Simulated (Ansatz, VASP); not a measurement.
# RuSe: VASP beside Ansatz

INCAR

```
SYSTEM = RuSe
  PREC = Accurate
  ENCUT = 520
  EDIFF = 1E-6
  ISMEAR = 0
  SIGMA = 0.05
  LREAL = .FALSE.
  LASPH = .TRUE.
  NELM = 150
  ALGO = Normal
  ISIF = 2
  LWAVE = .FALSE.
  LCHARG = .FALSE.
  ISPIN = 2
  MAGMOM = 1 0
  LORBIT = 11
  LMAXMIX = 4
  NBANDS = 21
```

File KPOINTS:

```
Automatic mesh
0
G
  6 6 6
  0 0 0
```

The input POSCAR:

```
RuSe
1.0
    0.0000000000      2.6776164100      2.6776164100
    2.6776164100      0.0000000000      2.6776164100
    2.6776164100      2.6776164100      0.0000000000
Ru Se
1 1
Direct
    0.5000000000      0.5000000000      0.5000000000
    0.0000000000      0.0000000000      0.0000000000
```

input.yaml

```yaml
crystal:
  lattice:
    - [0.0, 2.67761641, 2.67761641]
    - [2.67761641, 0.0, 2.67761641]
    - [2.67761641, 2.67761641, 0.0]
  atoms:
    - { symbol: Ru, position: [0.5, 0.5, 0.5], spin: 1.0 }
    - { symbol: Se, position: [0.0, 0.0, 0.0] }
kpoints:
  mp_grid: { grid: [6, 6, 6] }
scf:
  occupations: { method: gaussian, width: 0.05 }
hamiltonian:
  xc: lda
  pseudopotentials: { kind: all_electron, lapw: { basis_error: 0.001 } }
magnetization:
  spin_polarized: true
output:
  forces: true
  stress: true
  eigenvalues: true
```

Alike in both runs: task single point; functional LDA; k mesh 6 × 6 × 6; occupations gaussian, width 0.05 eV; collinear spin.

```csv
,VASP,Ansatz
version,VASP 6.6.1,Ansatz 0.2.0
potentials or method,"VASP PAW LDA potentials, release 64 (Ru_pv, Se), cutoff 520 eV","all-electron LAPW, scalar-relativistic"
```

Ansatz gave:

| Item | Value |
| --- | --- |
| gap on the k mesh at the Fermi level (eV) | none |
| pressure (GPa) | -19.1 |
| net moment per atom (μB) | 0.56 |
| size of the moment on the site where the two differ most (μB) | 1.01 |

Task: What did VASP give for the same quantities?

Result: gap on the k mesh at the Fermi level (eV): none; pressure (GPa): -19.0; net moment per atom (μB): 0.56; size of the moment on the site where the two differ most (μB): 0.98.

LDA's correlation is that of Perdew and Zunger in VASP and of Perdew and Wang (1992) in Ansatz. Site moments also hang on the region over which each program counts them. A gap of «none» marks a metal or a gap that the smearing closes. Ansatz ran all-electron here, and VASP with PAW potentials.

Noted on Ansatz's run: the k mesh is thin for a metal, which can move the energy by tens of meV per atom.
